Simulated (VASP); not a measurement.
# InAs (Fm-3m) in VASP: notebook

The runs below take InAs through single point, with LDA.

Program: VASP 6.6.1. These are calculated values, not measurements. Logs are shortened: lines on timing, memory, paths and dates and some standing lists are left out, and cuts for length are marked.

### 1 The cell of the first run

Symmetry: Fm-3m, No. 225, cubic system. Conventional cell: a = 5.637 Å, b = 5.637 Å, c = 5.637 Å, α = 90.00°, β = 90.00°, γ = 90.00°. In (site symmetry m-3m) has 6 As at 2.82 Å within 3.7 Å. As (site symmetry m-3m) has 6 In at 2.82 Å within 3.7 Å.

### 2 Single point, LDA

INCAR

```
SYSTEM = InAs
  ALGO = Normal
  EDIFF = 1E-6
  ENCUT = 500
  GGA_COMPAT = .False.
  ISIF = 2
  ISMEAR = -1
  LASPH = .True.
  LCHARG = .False.
  LREAL = .False.
  LWAVE = .False.
  NBANDS = 16
  NELM = 120
  PREC = Accurate
  SIGMA = 0.1
```

KPOINTS

```
k-points
0
Gamma
  6 6 6
  0 0 0
```

POSCAR

```
InAs
1.0
    0.0000000000      2.8185670290      2.8185670290
    2.8185670290      0.0000000000      2.8185670290
    2.8185670290      2.8185670290      0.0000000000
In As
1 1
Direct
    0.5000000000      0.5000000000      0.5000000000
    0.0000000000      0.0000000000      0.0000000000
```

Potentials or basis: VASP PAW LDA potentials, release 64 (In_d, As).

Command:

```sh
$ cat potpaw_LDA.64/In_d/POTCAR potpaw_LDA.64/As/POTCAR > POTCAR
$ mpirun -np 1 vasp_std > vasp.out
```

OUTCAR:

```text
SYSTEM = InAs
   EDIFF = 1E-6
   ENCUT = 500
   ISIF = 2
   ISMEAR = -1
   LASPH = .True.
   LREAL = .False.
   NELM = 120
   PREC = Accurate

 ion  position               nearest neighbor table
   1  0.500  0.500  0.500-   2 2.82   2 2.82   2 2.82   2 2.82   2 2.82   2 2.82
   2  0.000  0.000  0.000-   1 2.82   1 2.82   1 2.82   1 2.82   1 2.82   1 2.82

  LATTYP: Found a face centered cubic cell.
 ALAT       =     5.6371340580

  Lattice vectors:

 A1 = (   0.0000000000,   2.8185670290,   2.8185670290)
 A2 = (   2.8185670290,   0.0000000000,   2.8185670290)
 A3 = (   2.8185670290,   2.8185670290,   0.0000000000)

Analysis of symmetry for initial positions (statically):
=====================================================================
 Subroutine PRICEL returns:
 Original cell was already a primitive cell.

 Routine SETGRP: Setting up the symmetry group for a
 face centered cubic supercell.

 Subroutine GETGRP returns: Found 48 space group operations
 (whereof 48 operations were pure point group operations)
 out of a pool of 48 trial point group operations.

The static configuration has the point symmetry O_h .

Analysis of symmetry for dynamics (positions and initial velocities):
=====================================================================
 Subroutine PRICEL returns:
 Original cell was already a primitive cell.

 Routine SETGRP: Setting up the symmetry group for a
 face centered cubic supercell.

 Subroutine GETGRP returns: Found 48 space group operations
 (whereof 48 operations were pure point group operations)
 out of a pool of 48 trial point group operations.

The dynamic configuration has the point symmetry O_h .

 Subroutine INISYM returns: Found 48 space group operations
 (whereof 48 operations are pure point group operations),
 and found     1 'primitive' translations

----------------------------------------------------------------------------------------

                                     Primitive cell

  volume of cell :      44.7832

  direct lattice vectors                    reciprocal lattice vectors
     0.000000000  2.818567029  2.818567029    -0.177395107  0.177395107  0.177395107
     2.818567029  0.000000000  2.818567029     0.177395107 -0.177395107  0.177395107
     2.818567029  2.818567029  0.000000000     0.177395107  0.177395107 -0.177395107

  length of vectors
     3.986055719  3.986055719  3.986055719     0.307257339  0.307257339  0.307257339

  position of ions in fractional coordinates (direct lattice)
     0.500000000  0.500000000  0.500000000
     0.000000000  0.000000000  0.000000000

  ion indices of the primitive-cell ions
   primitive index   ion index
                 1           1
                 2           2

----------------------------------------------------------------------------------------

 KPOINTS: k-points

Automatic generation of k-mesh.
 Grid dimensions read from file:
 generate k-points for:    6    6    6

 Generating k-lattice:

  Cartesian coordinates                     Fractional coordinates (reciprocal lattice)
    -0.029565851  0.029565851  0.029565851     0.166666667  0.000000000  0.000000000
     0.029565851 -0.029565851  0.029565851     0.000000000  0.166666667  0.000000000
     0.029565851  0.029565851 -0.029565851     0.000000000  0.000000000  0.166666667

  Length of vectors
     0.051209556  0.051209556  0.051209556

  Shift w.r.t. Gamma in fractional coordinates (k-lattice)
     0.000000000  0.000000000  0.000000000

 Subroutine IBZKPT returns following result:
 ===========================================

 Found     16 irreducible k-points:

 Following reciprocal coordinates:
            Coordinates               Weight
  0.000000  0.000000  0.000000      1.000000
  0.166667  0.000000  0.000000      8.000000
  0.333333  0.000000  0.000000      8.000000
  0.500000  0.000000  0.000000      4.000000
  0.166667  0.166667  0.000000      6.000000
  0.333333  0.166667  0.000000     24.000000
[... 8 lines left out ...]
 -0.333333  0.333333  0.166667     24.000000
 -0.333333  0.500000  0.166667     12.000000
   k-points           NKPTS =     16   k-points in BZ     NKDIM =     16   number of bands    NBANDS=     16
   number of dos      NEDOS =    301   number of ions     NIONS =      2
   total plane-waves  NPLWV =  27000
   dimension x,y,z NGX =    30 NGY =   30 NGZ =   30
   dimension x,y,z NGXF=    60 NGYF=   60 NGZF=   60
   ions per type =               1   1
   NGX,Y,Z   is equivalent  to a cutoff of  12.51, 12.51, 12.51 a.u.
   NGXF,Y,Z  is equivalent  to a cutoff of  25.02, 25.02, 25.02 a.u.
 SYSTEM =  InAs
   PREC   = accura    normal or accurate (medium, high low for compatibility)
   ISTART =      0    job   : 0-new  1-cont  2-samecut
   ICHARG =      2    charge: 1-file 2-atom 10-const
   ISPIN  =      1    spin polarized calculation?
   LNONCOLLINEAR =      F non collinear calculations
   LSORBIT =      F    spin-orbit coupling
   LASPH  =      T    aspherical Exc in radial PAW
   ENCUT  =  500.0 eV  36.75 Ry    6.06 a.u.   7.27  7.27  7.27*2*pi/ulx,y,z
   NELM   =    120;   NELMIN=  2; NELMDL= -5     # of ELM steps
   EDIFF  = 0.1E-05   stopping-criterion for ELM
   LREAL  =      F    real-space projection
   EDIFFG = 0.1E-04   stopping-criterion for IOM
   NSW    =      0    number of steps for IOM
   IBRION =     -1    ionic relax: 0-MD 1-quasi-New 2-CG
   NFREE  =      0    steps in history (QN), initial steepest desc. (CG)
   ISIF   =      2    stress and relaxation
   ISYM   =      2    0-nonsym 1-usesym 2-fastsym
   POTIM  = 0.5000    time-step for ionic-motion
   TEBEG  =    0.0;   TEEND  =   0.0 temperature during run
   PSTRESS=    0.0 pullay stress
   NELECT =      18.0000    total number of electrons
   NUPDOWN=      -1.0000    fix difference up-down
   EMIN   =  10.00;   EMAX   =-10.00  energy-range for DOS
   EFERMI =   0.00;   METHOD = LEGACY
   ISMEAR =    -1;   SIGMA  =   0.10  broadening in eV -4-tet -1-fermi 0-gaus
   EFERMI_NEDOS =   21; number of points for ismear=-14 and -15
   IALGO  =     38    algorithm
   IMIX   =      4    mixing-type and parameters
     AMIX     =   0.40;   BMIX     =  1.00
     AMIX_MAG =   1.60;   BMIX_MAG =  1.00
  volume/ion in A,a.u.               =      22.39       151.11
  Fermi-wavevector in a.u.,A,eV,Ry     =   1.208168  2.283106 19.860012  1.459670
  Thomas-Fermi vector in A             =   2.343784
   LORBIT       =      0    0 simple, 1 ext, 2 COOP (PROOUT), +10 PAW based schemes
   GGA     = CA    functional components
   LHFCALC =     F    Hartree Fock is set to
   AEXX    =    0.0000 exact exchange contribution
   IVDW    =     0    specifies the selected vdW correction
   LEPSILON=     F    determine dielectric tensor
   LRPA    =     F    only Hartree local field effects (RPA)
 non-spin polarized calculation
  energy-cutoff  :      500.00
  volume of cell :       44.78
 maximum number of plane-waves:      1158
 NGX is ok and might be reduce to    30
   NGX = 15   NGY = 15   NGZ = 15

 number of electron      17.9999995 magnetization

 Free energy of the ion-electron system (eV)
  ---------------------------------------------------
  ext. energy  EPLUGINS =         0.00000000
  ---------------------------------------------------
  free energy    TOTEN  =        -8.80416869 eV

  energy without entropy =       -8.76987531  energy(sigma->0) =       -8.78702200

 E-fermi :   6.5419     XC(G=0): -10.6150

 val. band max:        6.5146901578   @ k =   0.3333   0.0000   0.0000
 cond. band min:       6.6991174623   @ k =   0.5000   0.0000   0.0000
 fundamental gap:      0.1844273045
 Fermi energy:         6.5418616011

 k-point     1 :       0.0000    0.0000    0.0000
  band No.  band energies     occupation
      1      -7.8556      2.00000
      2      -7.8556      2.00000
      3      -7.8291      2.00000
      4      -7.8291      2.00000
      5      -7.8291      2.00000
      6      -6.0762      2.00000
[... 8 lines left out ...]
     15      14.1569      0.00000
     16      14.1569      0.00000

 k-point     2 :       0.1667    0.0000    0.0000
  band No.  band energies     occupation
      1      -7.8700      2.00000
      2      -7.8700      2.00000
      3      -7.8307      2.00000
      4      -7.8137      2.00000
      5      -7.8137      2.00000
      6      -5.7542      2.00000
[... 8 lines left out ...]
     15      14.5950      0.00000
     16      14.5950      0.00000

 k-point     3 :       0.3333    0.0000    0.0000
  band No.  band energies     occupation
      1      -7.9027      2.00000
      2      -7.9027      2.00000
      3      -7.8367      2.00000
      4      -7.7783      2.00000
      5      -7.7783      2.00000
      6      -4.8913      2.00000
[... 8 lines left out ...]
     15      16.4317      0.00000
     16      16.4317      0.00000

 k-point     4 :       0.5000    0.0000    0.0000
  band No.  band energies     occupation
      1      -7.9193      2.00000
      2      -7.9193      2.00000
      3      -7.8407      2.00000
      4      -7.7602      2.00000
      5      -7.7602      2.00000
      6      -4.2100      2.00000
[... 8 lines left out ...]
     15      18.5450      0.00000
     16      18.5450      0.00000
[... 172 lines left out ...]
 k-point    14 :       0.5000    0.3333    0.1667
  band No.  band energies     occupation
      1      -8.0396      2.00000
      2      -7.8678      2.00000
      3      -7.8369      2.00000
      4      -7.7757      2.00000
      5      -7.7580      2.00000
      6      -4.0491      2.00000
[... 8 lines left out ...]
     15      18.6214      0.00000
     16      18.7536      0.00000

 k-point    15 :      -0.3333    0.3333    0.1667
  band No.  band energies     occupation
      1      -8.0618      2.00000
      2      -7.8793      2.00000
      3      -7.8117      2.00000
      4      -7.7996      2.00000
      5      -7.7434      2.00000
      6      -3.4585      2.00000
[... 8 lines left out ...]
     15      16.6371      0.00000
     16      20.1337      0.00000

 k-point    16 :      -0.3333    0.5000    0.1667
  band No.  band energies     occupation
      1      -8.1335      2.00000
      2      -7.8505      2.00000
      3      -7.8439      2.00000
      4      -7.7708      2.00000
      5      -7.7302      2.00000
      6      -3.1538      2.00000
[... 8 lines left out ...]
     15      18.4851      0.00000
     16      21.1731      0.00000

------------------------ aborting loop because EDIFF is reached ----------------------------------------

  FORCE on cell =-STRESS in cart. coord.  units (eV):
  Direction    XX          YY          ZZ          XY          YZ          ZX
  --------------------------------------------------------------------------------------
  -------------------------------------------------------------------------------------
  Total       -0.2770736     -0.2770736     -0.2770736     -0.0000000     -0.0000000     -0.0000000
  in kB       -9.9126698     -9.9126698     -9.9126698     -0.0000000     -0.0000000     -0.0000000
  external PRESSURE =      -9.9126698 kB  Pullay stress =       0.0000000 kB

 VOLUME and BASIS-vectors are now :
 -----------------------------------------------------------------------------
  energy-cutoff  :      500.00
  volume of cell :       44.78
      direct lattice vectors                 reciprocal lattice vectors
     0.000000000  2.818567029  2.818567029    -0.177395107  0.177395107  0.177395107
     2.818567029  0.000000000  2.818567029     0.177395107 -0.177395107  0.177395107
     2.818567029  2.818567029  0.000000000     0.177395107  0.177395107 -0.177395107

 POSITION                                       TOTAL-FORCE (eV/Angst)
 -----------------------------------------------------------------------------------
      2.81857      2.81857      2.81857        -0.000000     -0.000000     -0.000000
      0.00000      0.00000      0.00000         0.000000      0.000000      0.000000
 -----------------------------------------------------------------------------------
    total drift:                                0.000000      0.000000      0.000000

  FREE ENERGIE OF THE ION-ELECTRON SYSTEM (eV)
  ---------------------------------------------------
  free  energy   TOTEN  =        -8.8041686863 eV

  energy  without entropy=       -8.7698753085  energy(sigma->0) =       -8.78702200
```

Run time: 8.1 s. Hardware: 1 thread of AMD EPYC 7R43 (Zen 3), shared host; peak memory 0.12 GiB.

Results:

* Free energy: -8.8042 eV
* Pressure: -1.0 GPa
* Band gap on the k mesh: zero (band 9 reaches 6.89 eV, above the bottom of band 10 at 4.05 eV)

Caveat: spin-orbit coupling is left out, which moves the levels of the heavy elements.

(Part 1 of 2 ends here.)
